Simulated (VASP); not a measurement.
A run of VASP 6.6.1 is set up as follows.

Contents of INCAR:

```
SYSTEM = BeS2
ALGO = Normal
EDIFF = 1E-7
ENCUT = 520
GGA = PE
ISIF = 2
ISMEAR = 0
LASPH = .True.
LCHARG = .False.
LREAL = .False.
LWAVE = .False.
NBANDS = 14
NELM = 80
PREC = Accurate
SIGMA = 0.1
```

The input KPOINTS:

```
k-points
0
Gamma
  6 6 6
  0 0 0
```

File POSCAR:

```
BeS2
1.0
   -2.2482222800      2.2482222800      2.7147292000
    2.2482222800     -2.2482222800      2.7147292000
    2.2482222800      2.2482222800     -2.7147292000
Be S
1 2
Direct
    0.0000000000      0.0000000000      0.0000000000
    0.5000000000      0.0000000000      0.5000000000
    0.0000000000      0.5000000000      0.5000000000
```

Potentials or basis: VASP PAW PBE potentials, release 64 (Be, S).

Command:

```console
$ cat potpaw_PBE.64/Be/POTCAR potpaw_PBE.64/S/POTCAR > POTCAR
$ mpirun -np 1 vasp_std > vasp.out
```

(1) Estimate the band gap on the k mesh.

(2) Estimate the pressure.

Results:

(1) zero (bands 7 and 8 overlap by 2.82 eV).

(2) -6.3 GPa.

Caveat: the cell stands under tension.
